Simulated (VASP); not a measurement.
# BaTiO3: relaxation of cell and atoms with PBE

Crystal: BaTiO3.

```
Ba Ti O
1.0
     3.99038    0.00000    0.00000
     0.00000    3.99038    0.00000
     0.00000    0.00000    4.10266
Ba Ti O
1 1 3
Direct
  0.50000 0.50000 0.58254
  0.00000 0.00000 0.10004
  0.00000 0.50000 0.06422
  0.50000 0.00000 0.06422
  0.00000 0.00000 0.54897
```

- Program: VASP 6.6.1
- Task: relaxation of cell and atoms
- Functional: PBE
- Potentials or basis: VASP PAW PBE potentials, release 64 (Ba_sv, Ti_sv, O)
- Cutoff: 600 eV
- k mesh: 8 × 8 × 8
- Occupations: gaussian, width 0.02 eV
- Spin: no spin polarisation
- Dipole correction: no
- Further INCAR settings: ALGO = Normal; EDIFF = 1e-06; IBRION = 2; EDIFFG = -0.005; NSW = 100; ISIF = 3

```
Relaxed volume                         : 13.48 Å³/atom
Relaxed cell                           : a = 3.996 Å, b = 3.996 Å, c = 4.222 Å, α = 90.00°, β = 90.00°, γ = 90.00°
Space group after relaxing (to 0.05 Å) : P4mm (No. 99)
Energy gained by relaxing              : 3.9 meV/atom
Ionic steps                            : 26
Pressure after relaxing                : 0.0 GPa
Largest force after relaxing           : 0.003 eV/Å
Band gap on the k mesh                 : 1.77 eV, indirect (least direct gap 2.34 eV)
```

Forces in eV/Å, atoms in the order of the input:
```
Ba   0.000  0.000  0.000
Ti   0.000  0.000  0.003
O    0.000  0.000 -0.002
O    0.000  0.000 -0.002
O    0.000  0.000  0.001
```

Step by step:
```csv
step,energy change (eV),largest force (eV/Å),pressure (GPa),volume (Å³)
1,0.0000,0.0546,2.94,65.33
2,-0.0028,0.3534,-2.43,67.62
3,-0.0110,0.1909,-0.05,66.54
4,-0.0134,0.0816,0.00,66.69
5,-0.0140,0.0609,0.05,66.81
6,-0.0158,0.0646,-0.02,66.95
7,-0.0186,0.0806,-0.13,67.34
8,-0.0188,0.0862,-0.15,67.45
9,-0.0193,0.0409,0.05,67.29
10,-0.0193,0.0452,0.04,67.31
11,-0.0195,0.0170,0.10,67.29
12,-0.0196,0.0165,0.13,67.29
13,-0.0195,0.0310,-0.21,67.43
14,-0.0196,0.0146,-0.02,67.35
15,-0.0196,0.0060,0.00,67.35
16,-0.0196,0.0106,0.02,67.36
17,-0.0197,0.0142,0.02,67.38
18,-0.0196,0.0233,-0.06,67.45
19,-0.0197,0.0203,-0.07,67.43
20,-0.0197,0.0169,-0.05,67.41
21,-0.0197,0.0162,-0.01,67.39
22,-0.0197,0.0097,0.03,67.40
23,-0.0197,0.0073,0.01,67.40
24,-0.0197,0.0070,0.02,67.40
25,-0.0197,0.0069,0.02,67.40
26,-0.0197,0.0033,0.01,67.42
```

Final structure:
```
Ba Ti O
1.0
     3.99620    0.00000    0.00000
     0.00000    3.99620    0.00000
     0.00000    0.00000    4.22156
Ba Ti O
1 1 3
Direct
  0.50000 0.50000 0.59004
  0.00000 0.00000 0.10879
  0.00000 0.50000 0.06111
  0.50000 0.00000 0.06111
  0.00000 0.00000 0.53894
```

Levels at points of the mesh, in eV from the valence-band top:
```tsv
k point	band 18	band 19	band 20	band 21	band 22	band 23
(0.00, 0.00, 0.00)	-0.96	-0.57	-0.57	1.77	2.40	2.40
(0.50, 0.00, 0.00)	-1.71	-1.60	-1.36	2.48	3.38	3.48
(0.50, 0.50, 0.00)	-1.18	-1.18	-0.06	3.52	3.52	3.85
(0.00, 0.00, 0.50)	-1.97	-0.74	-0.74	1.89	3.38	3.38
(0.50, 0.00, 0.50)	-1.20	-1.10	-0.54	3.39	3.42	3.65
(0.50, 0.50, 0.50)	-0.47	-0.47	0.00	3.89	3.89	4.00
```

Wall time 21 min on 1 thread of Intel Xeon 6975P-C (shared host), peak memory 0.32 GiB.

Caveat: spin-orbit coupling is left out, which moves the levels of the heavy elements. A k mesh can miss the band edges.
